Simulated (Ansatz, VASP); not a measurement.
# CdS in VASP and in Ansatz

INCAR

```
PREC = Accurate
ENCUT = 520
EDIFF = 1E-6
ISMEAR = 0
SIGMA = 0.02
LREAL = False
LASPH = True
NELM = 80
ALGO = Normal
ISIF = 2
LWAVE = False
LCHARG = True
GGA = PS
LELF = True
LVHAR = True
NBANDS = 16
```

File KPOINTS:

```
regular mesh
0
Gamma
  8 8 8
```

Contents of POSCAR:

```
CdS
1.0
    0.0000000000      2.9631291161      2.9631291161
    2.9631291161      0.0000000000      2.9631291161
    2.9631291161      2.9631291161      0.0000000000
Cd S
1 1
Direct
    0.0000000000      0.0000000000      0.0000000000
    0.2500000000      0.2500000000      0.2500000000
```

Input for Ansatz:

```yaml
crystal:
  lattice:
    - [0.0, 2.9631291161, 2.9631291161]
    - [2.9631291161, 0.0, 2.9631291161]
    - [2.9631291161, 2.9631291161, 0.0]
  atoms:
    - { symbol: Cd, position: [0.0, 0.0, 0.0] }
    - { symbol: S, position: [0.25, 0.25, 0.25] }
basis:
  ecutwfc: 420
kpoints:
  mp_grid: { grid: [8, 8, 8] }
  band_path:
    path:
      - [[0.0, 0.0, 0.0], [-0.5, -0.5, 0.0], [-0.375, -0.375, 0.25]]
      - [[-0.375, 0.0, 0.375], [0.0, 0.0, 0.0], [0.0, 0.0, 0.5], [-0.5, -0.25, 0.25], [-0.5, -0.5, 0.0]]
    npoints: 14
hamiltonian:
  xc: pbesol
scf:
  occupations: { method: gaussian, width: 0.02 }
  n_extra_bands: 6
output:
  forces: true
  stress: true
  eigenvalues: true
  populations: true
  dos: { projected: true, de: 0.02, nscf_kmesh: { grid: [12, 12, 12] } }
  bader: true
  write_density: true
  write_potential: true
  elf: true
  volumetric_format: npy
```

Alike in both runs: task single point; functional PBEsol; k mesh 8 × 8 × 8; occupations gaussian, width 0.02 eV; no spin polarisation.

|  | VASP | Ansatz |
| --- | --- | --- |
| version | VASP 6.6.1 | Ansatz 0.2.0 |
| potentials or method | VASP PAW PBE potentials, release 64 (Cd, S), cutoff 520 eV | scalar-relativistic, plane waves, PAW |
| valence electrons in the cell | 18 | 26 |

|  | VASP | Ansatz | Ansatz less VASP |
| --- | --- | --- | --- |
| gap on the k mesh at the Fermi level (eV) | 0.91 | 0.91 | -0.003 |
| least direct gap on the mesh (eV) | 0.91 | 0.91 | -0.003 |
| pressure (GPa) | -2.5 | -2.8 | -0.32 |

VASP's potentials were made for PBE, not for PBEsol. The functional is the same, so the differences come from potentials, cutoffs and numerics. VASP's potentials hold 18 valence electrons a cell and Ansatz's 26, so a difference there can come from the potentials and not from the codes.
